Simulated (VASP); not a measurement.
A run of VASP 6.6.1:

Contents of INCAR:

```
SYSTEM = ZnO
PREC = Accurate
ENCUT = 520
EDIFF = 1E-6
ISMEAR = 0
SIGMA = 0.01
LREAL = .FALSE.
LASPH = .TRUE.
NELM = 80
ALGO = Normal
ISIF = 2
LWAVE = .FALSE.
LCHARG = .TRUE.
GGA = PS
LELF = .TRUE.
LVHAR = .TRUE.
NBANDS = 26
```

The input KPOINTS:

```
regular mesh
0
G
  8 8 4
  0 0 0
```

The input POSCAR:

```
ZnO
1.0
    3.2461590759      0.0000000000      0.0000000000
   -1.6230795380      2.8112562245      0.0000000000
    0.0000000000      0.0000000000      5.1987015036
Zn O
2 2
Direct
    0.3333333333      0.6666666667      0.5000406004
    0.6666666667      0.3333333333      0.0000406004
    0.6666666667      0.3333333333      0.3789693996
    0.3333333333      0.6666666667      0.8789693996
```

Potentials or basis: VASP PAW PBE potentials, release 64 (Zn, O).

The run is started by

```console
$ cat potpaw_PBE.64/Zn/POTCAR potpaw_PBE.64/O/POTCAR > POTCAR
$ mpirun -np 1 vasp_std > vasp.out
```

Hardware: 1 thread of Intel(R) Xeon(R) Platinum 8259CL CPU @ 2.50GHz (Skylake/Cascade Lake), on a shared host.

Task: Estimate the wall time of this run.

Result: It took 35 s on 1 thread of Intel(R) Xeon(R) Platinum 8259CL CPU @ 2.50GHz (Skylake/Cascade Lake), with other jobs on the host, peak memory 0.17 GiB. Counts: scf iterations 13, k points 30.
